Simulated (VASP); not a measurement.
# MgB2 (P6/mmm) in VASP: a series of runs, part 2 of 2

VASP 6.6.1. Earlier steps stand in the parts before.

**3. Relaxation of cell and atoms, PBEsol, target pressure 30 GPa, at which the enthalpy is minimised**

INCAR

```
SYSTEM = MgB2
ALGO = Normal ; EDIFF = 1E-7
EDIFFG = -0.005 ; ENCUT = 600
GGA = PS ; IBRION = 2
ISIF = 3 ; ISMEAR = -1
LASPH = .TRUE. ; LCHARG = .FALSE.
LREAL = .FALSE. ; LWAVE = .FALSE.
NELM = 100 ; NSW = 80
PREC = Accurate ; PSTRESS = 300.0
SIGMA = 0.05
```

KPOINTS

```
k-points
0
G
  10 10 8
  0 0 0
```

POSCAR

```
MgB2
1.0
    3.0850000000      0.0000000000      0.0000000000
   -1.5425000000      2.6716883707      0.0000000000
    0.0000000000      0.0000000000      3.5230000000
Mg B
1 2
Direct
    0.0000000000      0.0000000000      0.0000000000
    0.6666666667      0.3333333333      0.5000000000
    0.3333333333      0.6666666667      0.5000000000
```

Potentials or basis: VASP PAW PBE potentials, release 64 (Mg, B).

Started as:

```sh
$ cat potpaw_PBE.64/Mg/POTCAR potpaw_PBE.64/B/POTCAR > POTCAR
$ mpirun -np 1 vasp_std > vasp.out
```

Wall time 4.1 min (1 thread of AMD EPYC 7R13, shared host); peak memory 0.15 GiB.

The run converged. Its results:

```
Free energy                                            : -15.8921 eV
Relaxed volume                                         : 8.13 Å³/atom
Relaxed cell                                           : a = 2.949 Å, b = 2.949 Å, c = 3.236 Å, α = 90.00°, β = 90.00°, γ = 120.00°
Space group after relaxing (to 0.05 Å)                 : P6/mmm (No. 191)
Energy change on relaxing (the enthalpy is what falls) : +109.3 meV/atom
Ionic steps                                            : 10
Pressure after relaxing                                : 30.0 GPa
Band gap on the k mesh                                 : zero (band 4 reaches 7.98 eV, above the bottom of band 5 at 4.81 eV)
```

Step by step:
```tsv
step	energy change (eV)	largest force (eV/Å)	pressure (GPa)	volume (Å³)
1	0.0000	0.0000	-3.04	29.04
2	1.2968	0.0000	74.01	21.43
3	0.3058	0.0000	29.25	24.64
4	0.3212	0.0000	30.11	24.56
5	0.3227	0.0000	30.19	24.42
6	0.3320	0.0000	30.22	24.35
7	0.3312	0.0000	30.22	24.36
8	0.3233	0.0000	29.76	24.40
9	0.3275	0.0000	30.00	24.38
10	0.3279	0.0000	29.99	24.38
```

Final structure:
```
Mg B
1.0
     2.94948    0.00000    0.00000
    -1.47474    2.55433    0.00000
     0.00000    0.00000    3.23550
Mg B
1 2
Direct
  0.00000 0.00000 0.00000
  0.66667 0.33333 0.50000
  0.33333 0.66667 0.50000
```

Levels at points of the mesh, in eV from the Fermi level:
| k point | band 1 | band 2 | band 3 | band 4 | band 5 | band 6 | band 7 | band 8 |
| --- | --- | --- | --- | --- | --- | --- | --- | --- |
| (0.00, 0.00, 0.00) | -13.49 | -2.84 | 0.24 | 0.24 | 2.67 | 6.61 | 6.61 | 9.32 |
| (0.50, 0.00, 0.00) | -9.18 | -8.68 | -2.57 | 0.42 | 3.75 | 3.91 | 6.73 | 9.21 |
| (0.00, 0.00, 0.50) | -11.78 | -8.25 | 0.81 | 0.81 | 6.90 | 6.90 | 8.49 | 12.65 |
| (0.50, 0.00, 0.50) | -7.86 | -7.49 | -4.13 | -2.20 | -1.54 | 6.60 | 9.76 | 10.17 |

Caveat: the cell is relaxed towards a set pressure, so the enthalpy falls and the energy may rise; the volume moved by over 15 % at a fixed basis, so the end points are rough; the PAW data sets were made with another functional, which shifts forces and pressure a little.

**4. Single point, PBE**

INCAR

```
PREC     = Accurate       # precision mode
ENCUT    = 520            # plane-wave cutoff, eV
EDIFF    = 1E-6           # SCF threshold, eV
ISMEAR   = -1             # smearing method
SIGMA    = 0.05           # smearing width, eV
LREAL    = False          # projectors in reciprocal space
LASPH    = True           # aspherical terms in the spheres
NELM     = 100            # most SCF steps
ALGO     = Normal         # electronic algorithm
ISIF     = 2              # what is computed and relaxed
LWAVE    = False          # write WAVECAR
LCHARG   = True           # write CHGCAR
GGA      = PE             # functional
LELF     = True           # ELF
LVHAR    = True         
NBANDS   = 11             # bands
```

KPOINTS

```
Automatic mesh
0
Gamma
  3 3 3
```

POSCAR is that of step 3.

Started as:

```sh
$ cat potpaw_PBE.64/Mg/POTCAR potpaw_PBE.64/B/POTCAR > POTCAR
$ mpirun -np 1 vasp_std > vasp.out
```

Wall time 4.2 s (1 thread of Intel Xeon 6975P-C, shared host); peak memory 0.14 GiB.

The run converged. Its results:

* Free energy: -15.1700 eV
* Pressure: -2.1 GPa
* Band gap on the k mesh: zero (band 4 reaches 7.11 eV, above the bottom of band 5 at 4.04 eV)

Stress tensor (GPa, compression positive):
```
-2.89  0.00  0.00
 0.00 -2.89  0.00
 0.00  0.00 -0.54
```

Levels at points of the mesh, in eV from the Fermi level:
```tsv
k point	band 1	band 2	band 3	band 4	band 5	band 6	band 7	band 8	band 9
(0.00, 0.00, 0.00)	-13.10	-3.63	-0.28	-0.28	0.92	5.62	5.62	7.40	9.28
```

Caveat: the k points lie up to 0.78 Å⁻¹ apart.

**5. Single point, PBEsol+D3(BJ)**

This run uses another cell than the first one, of 9.10 Å³/atom, 0.940 times its volume.

INCAR

```
SYSTEM = MgB2
PREC     = Accurate       ! precision mode
ENCUT    = 520            ! plane-wave cutoff, eV
EDIFF    = 1E-6           ! SCF threshold, eV
ISMEAR   = -1             ! smearing method
SIGMA    = 0.05           ! smearing width, eV
LREAL    = .FALSE.        ! projectors in reciprocal space
LASPH    = .TRUE.         ! aspherical terms in the spheres
NELM     = 60             ! most SCF steps
ALGO     = Normal         ! electronic algorithm
ISIF     = 2              ! what is computed and relaxed
LWAVE    = .FALSE.        ! write WAVECAR
LCHARG   = .FALSE.        ! write CHGCAR
GGA      = PS             ! functional
IVDW     = 12             ! dispersion correction
NBANDS   = 11             ! bands
```

KPOINTS

```
Automatic mesh
0
G
  10 10 8
  0 0 0
```

POSCAR

```
MgB2
1.0
    3.0220231454      0.0000000000      0.0000000000
   -1.5110115727      2.6171488148      0.0000000000
    0.0000000000      0.0000000000      3.4510818610
Mg B
1 2
Direct
    0.0000000000      0.0000000000      0.0000000000
    0.6666666667      0.3333333333      0.5000000000
    0.3333333333      0.6666666667      0.5000000000
```

Started as:

```sh
$ cat potpaw_PBE.64/Mg/POTCAR potpaw_PBE.64/B/POTCAR > POTCAR
$ mpirun -np 1 vasp_std > vasp.out
```

Wall time 10 s (1 thread of Intel Xeon 6975P-C, shared host); peak memory 0.17 GiB.

The run converged. Its results:

```
Free energy                : -16.9478 eV
Pressure                   : 2.6 GPa
Band gap on the k mesh     : zero (band 4 reaches 6.80 eV, above the bottom of band 5 at 4.22 eV)
Dispersion energy per atom : -0.250 eV
```

Stress tensor (GPa, compression positive):
```
 3.99  0.00  0.00
 0.00  3.99  0.00
 0.00  0.00 -0.25
```

Levels at points of the mesh, in eV from the Fermi level:
| k point | band 1 | band 2 | band 3 | band 4 | band 5 | band 6 | band 7 | band 8 |
| --- | --- | --- | --- | --- | --- | --- | --- | --- |
| (0.00, 0.00, 0.00) | -12.83 | -3.12 | 0.38 | 0.38 | 1.71 | 6.51 | 6.51 | 8.74 |
| (0.50, 0.00, 0.00) | -8.74 | -8.14 | -2.29 | 0.14 | 3.16 | 3.93 | 5.54 | 7.62 |
| (0.00, 0.00, 0.50) | -11.45 | -7.81 | 0.79 | 0.79 | 6.80 | 6.80 | 8.27 | 10.40 |
| (0.50, 0.00, 0.50) | -7.69 | -7.18 | -3.80 | -1.99 | -1.42 | 6.06 | 9.21 | 9.24 |

Caveat: the PAW data sets were made with another functional, which shifts forces and pressure a little; pairwise dispersion overbinds metals, which lowers pressure and volume.

**6. Single point, revPBE**

This run uses another cell than the first one, of 9.10 Å³/atom, 0.940 times its volume.

INCAR

```
SYSTEM = MgB2
PREC = Accurate
ENCUT = 520
EDIFF = 1E-6
ISMEAR = -1
SIGMA = 0.05
LREAL = .False.
LASPH = .True.
NELM = 60
ALGO = Normal
ISIF = 2
LWAVE = .False.
LCHARG = .False.
GGA = RE
NBANDS = 11
```

KPOINTS

```
regular mesh
0
Gamma
  10 10 8
  0 0 0
```

POSCAR is that of step 5.

Potentials or basis: VASP PAW PBE potentials, release 64 (Mg, B).

Started as:

```sh
$ cat potpaw_PBE.64/Mg/POTCAR potpaw_PBE.64/B/POTCAR > POTCAR
$ mpirun -np 1 vasp_std > vasp.out
```

OUTCAR:

```text
SYSTEM = MgB2
   PREC = Accurate
   ENCUT = 520
   EDIFF = 1E-6
   ISMEAR = -1
   LREAL = .False.
   LASPH = .True.
   NELM = 60
   ISIF = 2
   GGA = RE

 ion  position               nearest neighbor table
   1  0.000  0.000  0.000-   2 2.45   3 2.45   2 2.45   3 2.45   2 2.45   2 2.45   3 2.45   3 2.45
                             2 2.45   2 2.45   3 2.45   3 2.45
   2  0.667  0.333  0.500-   3 1.74   3 1.74   3 1.74   1 2.45   1 2.45   1 2.45   1 2.45   1 2.45
                             1 2.45
   3  0.333  0.667  0.500-   2 1.74   2 1.74   2 1.74   1 2.45   1 2.45   1 2.45   1 2.45   1 2.45
                             1 2.45

  LATTYP: Found a hexagonal cell.
[... 534 lines left out ...]
  --------------------------------------------------------------------------------------
  -------------------------------------------------------------------------------------
  Total        2.2903955      2.2903955      1.5495150      0.0000000     -0.0000000     -0.0000000
  in kB      134.4434358    134.4434358     90.9546513      0.0000000     -0.0000000     -0.0000000
  external PRESSURE =     119.9471743 kB  Pullay stress =       0.0000000 kB

 VOLUME and BASIS-vectors are now :
 -----------------------------------------------------------------------------
  energy-cutoff  :      520.00
  volume of cell :       27.29
      direct lattice vectors                 reciprocal lattice vectors
     3.022023145  0.000000000  0.000000000     0.330904150  0.191047600  0.000000000
    -1.511011573  2.617148815  0.000000000     0.000000000  0.382095200  0.000000000
     0.000000000  0.000000000  3.451081861     0.000000000  0.000000000  0.289764207

 POSITION                                       TOTAL-FORCE (eV/Angst)
 -----------------------------------------------------------------------------------
      0.00000      0.00000      0.00000         0.000000      0.000000      0.000000
      1.51101      0.87238      1.72554        -0.000000      0.000000     -0.000000
     -0.00000      1.74477      1.72554        -0.000000     -0.000000      0.000000
 -----------------------------------------------------------------------------------
    total drift:                                0.000000     -0.000000      0.000000

  FREE ENERGIE OF THE ION-ELECTRON SYSTEM (eV)
  ---------------------------------------------------
  free  energy   TOTEN  =       -14.6099175905 eV

  energy  without entropy=      -14.6033976242  energy(sigma->0) =      -14.60665761
```

OSZICAR:

```text
N       E                     dE             d eps       ncg     rms          rms(c)
DAV:   1     0.392916685763E+01    0.39292E+01   -0.38869E+03  1668   0.618E+02
DAV:   2    -0.158214078152E+02   -0.19751E+02   -0.18477E+02  2005   0.107E+02
DAV:   3    -0.163508973243E+02   -0.52949E+00   -0.52756E+00  1996   0.138E+01
DAV:   4    -0.163520853912E+02   -0.11881E-02   -0.11879E-02  1780   0.740E-01
DAV:   5    -0.163520899076E+02   -0.45164E-05   -0.45157E-05  1931   0.469E-02    0.553E+00
DAV:   6    -0.148845174724E+02    0.14676E+01   -0.17494E+00  1729   0.624E+00    0.272E+00
DAV:   7    -0.146146753060E+02    0.26984E+00   -0.10321E+00  1807   0.477E+00    0.801E-01
DAV:   8    -0.146177852544E+02   -0.31099E-02   -0.94098E-02  1708   0.171E+00    0.388E-01
DAV:   9    -0.146100748115E+02    0.77104E-02   -0.16882E-02  1687   0.616E-01    0.754E-02
DAV:  10    -0.146099308412E+02    0.14397E-03   -0.14551E-03  1854   0.207E-01    0.282E-02
DAV:  11    -0.146099177199E+02    0.13121E-04   -0.67924E-05  1734   0.520E-02    0.346E-03
DAV:  12    -0.146099175905E+02    0.12943E-06   -0.86963E-07  1366   0.636E-03
   1 F= -.14609918E+02 E0= -.14606658E+02  d E =-.651997E-02
```

It took 8.6 s on 1 thread of Intel Xeon 6975P-C, shared host; peak memory 0.16 GiB.

Results:

| Quantity | Value |
| --- | --- |
| Free energy | -14.6099 eV |
| Pressure | 12.0 GPa |
| Band gap on the k mesh | zero (band 4 reaches 6.95 eV, above the bottom of band 5 at 4.39 eV) |

Stress tensor (GPa, compression positive):
```
13.44  0.00  0.00
 0.00 13.44  0.00
 0.00  0.00  9.10
```

Caveat: the PAW data sets were made with another functional, which shifts forces and pressure a little.

**7. Summary**

```csv
task,level,cell,k mesh,cutoff (eV),gap on the mesh (eV),pressure (GPa)
relaxation of cell and atoms,PBEsol,"relaxed to 20 GPa from a = 3.085, b = 3.085, c = 3.523 Å, angles 90.0, 90.0, 120.0°, 3 atoms",10 × 10 × 8,600,none,20.0
relaxation of cell and atoms,PBEsol,"relaxed to 30 GPa from a = 3.085, b = 3.085, c = 3.523 Å, angles 90.0, 90.0, 120.0°, 3 atoms",10 × 10 × 8,600,none,30.0
single point,PBE,"a = 3.085, b = 3.085, c = 3.523 Å, angles 90.0, 90.0, 120.0°, 3 atoms",3 × 3 × 3,520,none,-2.1
single point,PBEsol+D3(BJ),"a = 3.022, b = 3.022, c = 3.451 Å, angles 90.0, 90.0, 120.0°, 3 atoms",10 × 10 × 8,520,none,2.6
single point,revPBE,"a = 3.022, b = 3.022, c = 3.451 Å, angles 90.0, 90.0, 120.0°, 3 atoms",10 × 10 × 8,520,none,12.0
```

Alike in all rows: potentials or basis VASP PAW PBE potentials, release 64 (Mg, B); no spin polarisation; smearing fermi-dirac 0.05 eV.

Caveats: some runs use coarse meshes; the PAW data sets were made with another functional, which shifts forces and pressure a little (some runs); the cell is relaxed towards a set pressure, so the enthalpy falls and the energy may rise (some runs); the volume moved by over 15 % at a fixed basis, so the end points are rough (some runs); pairwise dispersion overbinds metals, which lowers pressure and volume (some runs).

Total energies depend on the potentials used, so only differences within one code and one set of settings carry meaning.
